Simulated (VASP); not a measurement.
# CoO: single point with PBE

The system is CoO.

```
Co O
1.0
     0.00000    2.09093    2.09093
     2.09093    0.00000    2.09093
     2.09093    2.09093    0.00000
Co O
1 1
Direct
  0.00000 0.00000 0.00000
  0.75000 0.75000 0.75000
```

| Quantity | Value |
| --- | --- |
| Program | VASP 6.6.1 |
| Task | single point |
| Functional | PBE |
| Potentials or basis | VASP PAW PBE potentials, release 64 (Co, O) |
| Cutoff | 520 eV |
| k mesh | 8 × 8 × 8 |
| Occupations | gaussian, width 0.1 eV |
| Spin | collinear spin, ferromagnetic start |
| Starting moments | [3.0, 0.0] μB |
| Dipole correction | no |
| Further INCAR settings | ALGO = Normal; EDIFF = 1e-07; NBANDS = 18 |

```yaml
Pressure: 39.6 GPa
Net_moment: 1.65 μB per cell
Site_moments: Co +1.47; O +0.15 μB
Valence_electrons_inside_the_program's_atomic_spheres: Co 8.56; O 5.08
```

Levels at points of the mesh, in eV from the Fermi level:
Spin up:
| k point | band 6 | band 7 | band 8 | band 9 | band 10 | band 11 | band 12 | band 13 |
| --- | --- | --- | --- | --- | --- | --- | --- | --- |
| (0.00, 0.00, 0.00) | -2.24 | 0.57 | 1.10 | 1.10 | 1.10 | 15.97 | 15.97 | 15.97 |
| (0.50, 0.00, 0.00) | -2.08 | -2.08 | -0.04 | -0.04 | 6.72 | 8.03 | 15.34 | 15.34 |
| (0.50, 0.50, 0.00) | -1.74 | -1.45 | -1.45 | -1.34 | 6.11 | 11.38 | 13.19 | 16.52 |
Spin down:
```tsv
k point	band 4	band 5	band 6	band 7	band 8	band 9	band 10	band 11
(0.00, 0.00, 0.00)	-7.01	-1.27	-1.27	0.78	2.63	2.63	2.63	16.20
(0.50, 0.00, 0.00)	-6.66	-0.98	-0.98	-0.56	1.43	1.43	6.95	8.46
(0.50, 0.50, 0.00)	-6.17	-2.09	-0.73	-0.48	0.34	0.34	6.83	11.60
```

Wall time 30 s on 1 thread of Intel Xeon 8259CL, with other jobs on the host, peak memory 0.16 GiB.

Caveat: a cell with one magnetic atom can't hold antiferromagnetic order, which such compounds often take; semilocal functionals often make such compounds metallic where correlation or magnetic order opens a gap, which also shifts bond lengths. With open d or f shells a metallic result of PBE can be an artefact of self-interaction; +U or a hybrid may open a gap.
